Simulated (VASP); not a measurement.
# BiO (P6_3mc) in VASP: single point with r2SCAN

Aim: the single point of BiO with r2SCAN.

Program: VASP 6.6.1. These are calculated values, not measurements. Logs are shortened: lines on timing, memory, paths and dates and some standing lists are left out, and cuts for length are marked.

## Step 1: The cell of the first run

The structure is hexagonal, space group P6_3mc (No. 186). Conventional cell: a = 4.041 Å, b = 4.041 Å, c = 6.475 Å, α = 90.00°, β = 90.00°, γ = 120.00°. Bi (site symmetry 3m) has 4 O at 2.23 to 2.54 Å within 3.0 Å. O (site symmetry 3m) has 4 Bi at 2.23 to 2.54 Å within 3.0 Å.

## Step 2: Single point, r2SCAN

POSCAR

```
BiO
1.0
    4.0407920000      0.0000000000      0.0000000000
   -2.0203960000      3.4994290000      0.0000000000
    0.0000000000      0.0000000000      6.4748420000
Bi O
2 2
Direct
    0.3333300000      0.6666700000      0.0000000000
    0.6666600000      0.3333300000      0.5000000000
    0.3333300000      0.6666700000      0.3450000000
    0.6666600000      0.3333300000      0.8450000000
```

INCAR.step1

```
SYSTEM = BiO
ALGO = Normal
EDIFF = 1E-4
ENCUT = 520
GGA = PE
ISMEAR = 0
LASPH = .True.
LCHARG = .False.
LREAL = .False.
LWAVE = .True.
NBANDS = 29
NELM = 60
PREC = Accurate
SIGMA = 0.1613
```

INCAR.step2

```
SYSTEM = BiO
ALGO = Normal
EDIFF = 1E-6
ENCUT = 520
ISIF = 2
ISMEAR = 0
ISTART = 1
LASPH = .True.
LCHARG = .False.
LMIXTAU = .True.
LREAL = .False.
LWAVE = .False.
METAGGA = R2SCAN
NBANDS = 29
NELM = 60
PREC = Accurate
SIGMA = 0.1613
```

KPOINTS

```
k-points
0
Gamma
  10 10 5
  0 0 0
```

Potentials or basis: VASP PAW PBE potentials, release 64 (Bi_d, O).

Command:

```console
$ cat potpaw_PBE.64/Bi_d/POTCAR potpaw_PBE.64/O/POTCAR > POTCAR
$ cp INCAR.step1 INCAR
$ mpirun -np 1 vasp_std > vasp.out
$ cp INCAR.step2 INCAR
$ mpirun -np 1 vasp_std > vasp.out
```

OUTCAR:

```text
SYSTEM = BiO
   EDIFF = 1E-6
   ENCUT = 520
   ISIF = 2
   ISMEAR = 0
   ISTART = 1
   LASPH = .True.
   LREAL = .False.
   METAGGA = R2SCAN
   NELM = 60
   PREC = Accurate

 ion  position               nearest neighbor table
   1  0.333  0.667  0.000-   3 2.23   4 2.54   4 2.54   4 2.54
   2  0.667  0.333  0.500-   4 2.23   3 2.54   3 2.54   3 2.54
   3  0.333  0.667  0.345-   1 2.23   2 2.54   2 2.54   2 2.54
   4  0.667  0.333  0.845-   2 2.23   1 2.54   1 2.54   1 2.54

  LATTYP: Found a hexagonal cell.
 ALAT       =     4.0407920000
 C/A-ratio  =     1.6023695355

  Lattice vectors:

 A1 = (   4.0407920000,   0.0000000000,   0.0000000000)
 A2 = (  -2.0203960000,   3.4994290000,   0.0000000000)
 A3 = (   0.0000000000,   0.0000000000,   6.4748420000)

Analysis of symmetry for initial positions (statically):
=====================================================================
 Subroutine PRICEL returns:
 Original cell was already a primitive cell.

 Routine SETGRP: Setting up the symmetry group for a
 hexagonal supercell.

 Subroutine GETGRP returns: Found  4 space group operations
 (whereof  1 operations were pure point group operations)
 out of a pool of 24 trial point group operations.

The static configuration has the point symmetry C_1 .
 The point group associated with its full space group is C_2v.

Analysis of symmetry for dynamics (positions and initial velocities):
=====================================================================
 Subroutine PRICEL returns:
 Original cell was already a primitive cell.

 Routine SETGRP: Setting up the symmetry group for a
 hexagonal supercell.

 Subroutine GETGRP returns: Found  4 space group operations
 (whereof  1 operations were pure point group operations)
 out of a pool of 24 trial point group operations.

The dynamic configuration has the point symmetry C_1 .
 The point group associated with its full space group is C_2v.

 Subroutine INISYM returns: Found  4 space group operations
 (whereof  1 operations are pure point group operations),
 and found     1 'primitive' translations

----------------------------------------------------------------------------------------

                                     Primitive cell

  volume of cell :      91.5573

  direct lattice vectors                    reciprocal lattice vectors
     4.040792000  0.000000000  0.000000000     0.247476237  0.142880453  0.000000000
    -2.020396000  3.499429000  0.000000000     0.000000000  0.285760906  0.000000000
     0.000000000  0.000000000  6.474842000     0.000000000  0.000000000  0.154443923

  length of vectors
     4.040792000  4.040792413  6.474842000     0.285760935  0.285760906  0.154443923

  position of ions in fractional coordinates (direct lattice)
     0.333330000  0.666670000  0.000000000
     0.666660000  0.333330000  0.500000000
     0.333330000  0.666670000  0.345000000
     0.666660000  0.333330000  0.845000000

  ion indices of the primitive-cell ions
   primitive index   ion index
                 1           1
                 2           2
                 3           3
                 4           4

----------------------------------------------------------------------------------------

 KPOINTS: k-points

Automatic generation of k-mesh.
 Grid dimensions read from file:
 generate k-points for:   10   10    5

 Generating k-lattice:

  Cartesian coordinates                     Fractional coordinates (reciprocal lattice)
     0.024747624  0.014288045  0.000000000     0.100000000 -0.000000000  0.000000000
     0.000000000  0.028576091  0.000000000     0.000000000  0.100000000  0.000000000
     0.000000000  0.000000000  0.030888785     0.000000000  0.000000000  0.200000000

  Length of vectors
     0.028576093  0.028576091  0.030888785

  Shift w.r.t. Gamma in fractional coordinates (k-lattice)
     0.000000000  0.000000000  0.000000000

 Subroutine IBZKPT returns following result:
 ===========================================

 Found     93 irreducible k-points:

 Following reciprocal coordinates:
            Coordinates               Weight
  0.000000  0.000000  0.000000      1.000000
  0.100000 -0.000000  0.000000      4.000000
  0.000000  0.100000  0.000000      2.000000
  0.200000 -0.000000  0.000000      4.000000
  0.000000  0.200000  0.000000      2.000000
  0.300000 -0.000000  0.000000      4.000000
[... 16 lines left out ...]
  0.200000  0.200000  0.000000      4.000000
 -0.400000  0.200000  0.000000      2.000000
 [... further k-points ...]
   k-points           NKPTS =     93   k-points in BZ     NKDIM =     93   number of bands    NBANDS=     29
   number of dos      NEDOS =    301   number of ions     NIONS =      4
   total plane-waves  NPLWV =  43200
   dimension x,y,z NGX =    30 NGY =   30 NGZ =   48
   dimension x,y,z NGXF=    60 NGYF=   60 NGZF=   96
   ions per type =               2   2
   NGX,Y,Z   is equivalent  to a cutoff of  12.34, 12.34, 12.32 a.u.
   NGXF,Y,Z  is equivalent  to a cutoff of  24.69, 24.69, 24.65 a.u.
 SYSTEM =  BiO
   PREC   = accura    normal or accurate (medium, high low for compatibility)
   ISTART =      1    job   : 0-new  1-cont  2-samecut
   ICHARG =      0    charge: 1-file 2-atom 10-const
   ISPIN  =      1    spin polarized calculation?
   LNONCOLLINEAR =      F non collinear calculations
   LSORBIT =      F    spin-orbit coupling
   LASPH  =      T    aspherical Exc in radial PAW
   ENCUT  =  520.0 eV  38.22 Ry    6.18 a.u.   7.51  7.51 12.04*2*pi/ulx,y,z
   NELM   =     60;   NELMIN=  2; NELMDL=  0     # of ELM steps
   EDIFF  = 0.1E-05   stopping-criterion for ELM
   LREAL  =      F    real-space projection
   EDIFFG = 0.1E-04   stopping-criterion for IOM
   NSW    =      0    number of steps for IOM
   IBRION =     -1    ionic relax: 0-MD 1-quasi-New 2-CG
   NFREE  =      0    steps in history (QN), initial steepest desc. (CG)
   ISIF   =      2    stress and relaxation
   ISYM   =      2    0-nonsym 1-usesym 2-fastsym
   POTIM  = 0.5000    time-step for ionic-motion
   TEBEG  =    0.0;   TEEND  =   0.0 temperature during run
   PSTRESS=    0.0 pullay stress
   NELECT =      42.0000    total number of electrons
   NUPDOWN=      -1.0000    fix difference up-down
   EMIN   =  10.00;   EMAX   =-10.00  energy-range for DOS
   EFERMI =   0.00;   METHOD = LEGACY
   ISMEAR =     0;   SIGMA  =   0.16  broadening in eV -4-tet -1-fermi 0-gaus
   EFERMI_NEDOS =   21; number of points for ismear=-14 and -15
   IALGO  =     38    algorithm
   IMIX   =      4    mixing-type and parameters
     AMIX     =   0.40;   BMIX     =  1.00
     AMIX_MAG =   1.60;   BMIX_MAG =  1.00
  volume/ion in A,a.u.               =      22.89       154.46
  Fermi-wavevector in a.u.,A,eV,Ry     =   1.262584  2.385938 21.689300  1.594119
  Thomas-Fermi vector in A             =   2.395985
   LORBIT       =      0    0 simple, 1 ext, 2 COOP (PROOUT), +10 PAW based schemes
   METAGGA = R2SCAN    functional components
   LHFCALC =     F    Hartree Fock is set to
   AEXX    =    0.0000 exact exchange contribution
   IVDW    =     0    specifies the selected vdW correction
   LEPSILON=     F    determine dielectric tensor
   LRPA    =     F    only Hartree local field effects (RPA)
 non-spin polarized calculation
 Gauss-broadening in eV      SIGMA  =   0.16
  energy-cutoff  :      520.00
  volume of cell :       91.56
 maximum number of plane-waves:      2489
   NGX = 15   NGY = 15   NGZ = 25

 number of electron      42.0000001 magnetization

 Free energy of the ion-electron system (eV)
  ---------------------------------------------------
  ext. energy  EPLUGINS =         0.00000000
  ---------------------------------------------------
  free energy    TOTEN  =      -130.34692506 eV

  energy without entropy =     -130.28611798  energy(sigma->0) =     -130.31652152

 E-fermi :   5.8164     XC(G=0): -10.0712

 val. band max:        5.7933072891   @ k =  -0.2000  -0.4000   0.4000
 cond. band min:       5.8187703342   @ k =  -0.3000   0.2000   0.4000
 fundamental gap:      0.0254630451
 Fermi energy:         5.8163624176

 k-point     1 :       0.0000    0.0000    0.0000
  band No.  band energies     occupation
      1     -18.8185      2.00000
      2     -18.7516      2.00000
      3     -18.6945      2.00000
      4     -18.6945      2.00000
      5     -18.6937      2.00000
      6     -18.6937      2.00000
[... 21 lines left out ...]
     28      13.8073      0.00000
     29      14.5801      0.00000

 k-point     2 :       0.1000   -0.0000    0.0000
  band No.  band energies     occupation
      1     -18.8188      2.00000
      2     -18.7541      2.00000
      3     -18.6946      2.00000
      4     -18.6931      2.00000
      5     -18.6915      2.00000
      6     -18.6901      2.00000
[... 21 lines left out ...]
     28      13.4965      0.00000
     29      14.3715      0.00000

 k-point     3 :       0.0000    0.1000    0.0000
  band No.  band energies     occupation
      1     -18.8188      2.00000
      2     -18.7541      2.00000
      3     -18.6946      2.00000
      4     -18.6931      2.00000
      5     -18.6915      2.00000
      6     -18.6901      2.00000
[... 21 lines left out ...]
     28      13.4964      0.00000
     29      14.3715      0.00000

 k-point     4 :       0.2000   -0.0000    0.0000
  band No.  band energies     occupation
      1     -18.8206      2.00000
      2     -18.7622      2.00000
      3     -18.6949      2.00000
      4     -18.6903      2.00000
      5     -18.6835      2.00000
      6     -18.6818      2.00000
[... 597 lines left out ...]
     28      13.1550      0.00000
     29      13.7347      0.00000

 k-point    23 :       0.2000    0.2000    0.0000
  band No.  band energies     occupation
      1     -18.8218      2.00000
      2     -18.7816      2.00000
      3     -18.6890      2.00000
      4     -18.6884      2.00000
      5     -18.6811      2.00000
      6     -18.6768      2.00000
[... 21 lines left out ...]
     28      13.0785      0.00000
     29      14.9822      0.00000

 k-point    24 :      -0.4000    0.2000    0.0000
  band No.  band energies     occupation
      1     -18.8218      2.00000
      2     -18.7816      2.00000
      3     -18.6890      2.00000
      4     -18.6884      2.00000
      5     -18.6811      2.00000
      6     -18.6768      2.00000
[... 21 lines left out ...]
     28      13.0785      0.00000
     29      14.9822      0.00000

 [... further k-points ...]

------------------------ aborting loop because EDIFF is reached ----------------------------------------

  FORCE on cell =-STRESS in cart. coord.  units (eV):
  Direction    XX          YY          ZZ          XY          YZ          ZX
  --------------------------------------------------------------------------------------
  -------------------------------------------------------------------------------------
  Total       -2.7326297     -2.7325235     -0.6608915      0.0000000      0.0000000      0.0000000
  in kB      -47.8187813    -47.8169233    -11.5650596      0.0000000      0.0000000      0.0000000
  external PRESSURE =     -35.7335881 kB  Pullay stress =       0.0000000 kB

 VOLUME and BASIS-vectors are now :
 -----------------------------------------------------------------------------
  energy-cutoff  :      520.00
  volume of cell :       91.56
      direct lattice vectors                 reciprocal lattice vectors
     4.040792000  0.000000000  0.000000000     0.247476237  0.142880453  0.000000000
    -2.020396000  3.499429000  0.000000000     0.000000000  0.285760906  0.000000000
     0.000000000  0.000000000  6.474842000     0.000000000  0.000000000  0.154443923

 POSITION                                       TOTAL-FORCE (eV/Angst)
 -----------------------------------------------------------------------------------
     -0.00002      2.33296      0.00000        -0.000000      0.000038     -0.018086
      2.02038      1.16646      3.23742         0.000000     -0.000038     -0.018086
     -0.00002      2.33296      2.23382         0.000000      0.000060      0.018086
      2.02038      1.16646      5.47124         0.000000     -0.000060      0.018086
 -----------------------------------------------------------------------------------
    total drift:                                0.000000     -0.000000     -0.002395

  FREE ENERGIE OF THE ION-ELECTRON SYSTEM (eV)
  ---------------------------------------------------
  free  energy   TOTEN  =      -130.3469250643 eV

  energy  without entropy=     -130.2861179824  energy(sigma->0) =     -130.31652152
```

It took 8.5 min on 1 thread of Intel Xeon Platinum 8488C (Sapphire Rapids), shared host; peak memory 0.35 GiB.

What came out:

- Free energy: -130.3469 eV
- Pressure: -3.6 GPa
- Largest force: 0.018 eV/Å
- Band gap on the k mesh: zero (bands 21 and 22 overlap by 1.31 eV)

Forces in eV/Å, atoms in the order of the input:
```
Bi   0.000  0.000 -0.018
Bi   0.000  0.000 -0.018
O    0.000  0.000  0.018
O    0.000  0.000  0.018
```

Stress tensor (GPa, compression positive):
```
-4.78  0.00  0.00
 0.00 -4.78  0.00
 0.00  0.00 -1.16
```

Caveat: the cell stands under tension; the PAW data sets were made with another functional, which shifts forces and pressure a little; spin-orbit coupling is left out, which moves the levels of the heavy elements.
